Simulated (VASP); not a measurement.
Runs of VASP 6.6.1 on NaI. The structure is that of space group Fm-3m (No. 225), or close to it. The cells are those of the table. 

| level | potentials or basis | cell | k mesh | smearing | grid for exact exchange (PRECFOCK) | screening parameter | gap on the mesh (eV) | pressure (GPa) |
| --- | --- | --- | --- | --- | --- | --- | --- | --- |
| PBE | VASP PAW PBE potentials, release 64 (I, Na_pv) | a = 4.577 Å, angles 60.0°, 2 atoms | 6 × 6 × 6 | fermi-dirac 0.005 eV | - | - | 3.64 | 0.4 |
| HSE06 | VASP PAW PBE potentials, release 64 (I, Na_pv) | a = 4.577 Å, angles 60.0°, 2 atoms | 4 × 4 × 4 | fermi-dirac 0.05 eV | Normal | 0.2079 1/Å | 4.65 | 0.2 |
| PBE0 | VASP PAW PBE potentials, release 64 (I, Na_pv) | a = 4.607 Å, angles 60.0°, 2 atoms | 4 × 4 × 4 | fermi-dirac 0.05 eV | Normal | - | 5.30 | -0.2 |
| PBE | VASP PAW PBE potentials, release 64 (I, Na_pv) | a = 4.577 Å, angles 60.0°, 2 atoms | 6 × 6 × 6 | fermi-dirac 0.05 eV | - | - | 3.64 | 0.4 |
| BLYP | VASP PAW PBE potentials, release 64 (I, Na_pv) | a = 4.577 Å, angles 60.0°, 2 atoms | 4 × 4 × 4 | fermi-dirac 0.05 eV | - | - | 3.73 | (b) |
| LDA | VASP PAW LDA potentials, release 64 (I, Na_pv) | a = 4.484 Å, angles 60.0°, 2 atoms | 6 × 6 × 6 | fermi-dirac 0.05 eV | - | - | 3.52 | -0.7 |
| PBE | VASP PAW PBE potentials, release 64 (I, Na_pv) | a = 4.577 Å, angles 60.0°, 2 atoms | 6 × 6 × 6 | fermi-dirac 0.01 eV | - | - | 3.64 | 0.4 |
| PBE | VASP PAW PBE potentials, release 64 (I, Na_pv) | a = 4.577 Å, angles 60.0°, 2 atoms | 7 × 7 × 7 | fermi-dirac 0.05 eV | - | - | 3.64 | 0.4 |
| PBE0 | VASP PAW PBE potentials, release 64 (I, Na_pv) | a = 4.515 Å, angles 60.0°, 2 atoms | 4 × 4 × 4 | fermi-dirac 0.05 eV | Normal | - | 5.48 | (c) |
| LDA | VASP PAW LDA potentials, release 64 (I, Na_pv) | a = 4.577 Å, angles 60.0°, 2 atoms | 4 × 4 × 4 | fermi-dirac 0.05 eV | - | - | 3.34 | (a) |
| HSE06 | VASP PAW PBE potentials, release 64 (I, Na_pv) | a = 4.577 Å, angles 60.0°, 2 atoms | 4 × 4 × 4 | gaussian 0.01 eV | Normal | 0.2079 1/Å | 4.65 | 0.2 |
| LDA | VASP PAW LDA potentials, release 64 (I, Na_pv) | a = 4.637 Å, angles 60.0°, 2 atoms | 7 × 7 × 7 | fermi-dirac 0.05 eV | - | - | 3.25 | -2.1 |

Alike in all rows: task single point; no spin polarisation; cutoff (eV) 520.

Question: Fill in the values left out.

Answer: (a) -1.6; (b) 1.5; (c) 0.8.

Caveats: some runs use coarse meshes; spin-orbit coupling is left out, which moves the levels of the heavy elements; the PAW data sets were made with another functional, which shifts forces and pressure a little (some runs).

A k mesh can miss the band edges, and the runs leave out spin-orbit coupling on I.
